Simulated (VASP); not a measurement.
Input of a VASP 6.6.1 run:

POSCAR

```
Os3C
1.0
    3.7345967553      0.0000000000      0.0000000000
    0.0000000000      3.7345967553      0.0000000000
    0.0000000000      0.0000000000      3.7345967553
Os C
3 1
Direct
    0.0000000000      0.5000000000      0.5000000000
    0.5000000000      0.0000000000      0.5000000000
    0.5000000000      0.5000000000      0.0000000000
    0.0000000000      0.0000000000      0.0000000000
```

Contents of INCAR.step1:

```
SYSTEM = Os3C
  PREC = Accurate
  ENCUT = 520
  ISMEAR = 0
  SIGMA = 0.1
  LREAL = .False.
  LASPH = .True.
  NELM = 80
  NBANDS = 22
  GGA = PE
  ALGO = Normal
  EDIFF = 1E-4
  LWAVE = .True.
  LCHARG = .False.
```

File INCAR.step2:

```
SYSTEM = Os3C
  PREC = Accurate
  ENCUT = 520
  EDIFF = 1E-6
  ISMEAR = 0
  SIGMA = 0.1
  LREAL = .False.
  LASPH = .True.
  NELM = 80
  ALGO = Normal
  ISIF = 2
  LWAVE = .False.
  LCHARG = .False.
  METAGGA = R2SCAN
  LMIXTAU = .True.
  NBANDS = 22
  ISTART = 1
```

File KPOINTS:

```
regular mesh
0
Gamma
  12 12 12
  0 0 0
```

Potentials or basis: VASP PAW PBE potentials, release 64 (Os, C).

Command:

```console
$ cat potpaw_PBE.64/Os/POTCAR potpaw_PBE.64/C/POTCAR > POTCAR
$ cp INCAR.step1 INCAR
$ mpirun -np 1 vasp_std > vasp.out
$ cp INCAR.step2 INCAR
$ mpirun -np 1 vasp_std > vasp.out
```

(1) Predict the band gap on the k mesh.

(2) What does it give for the pressure?

Answers

(1) zero (bands 14 and 15 overlap by 1.09 eV).

(2) 1.4 GPa.

Caveat: the PAW data sets were made with another functional, which shifts forces and pressure a little; spin-orbit coupling is left out, which moves the levels of the heavy elements.
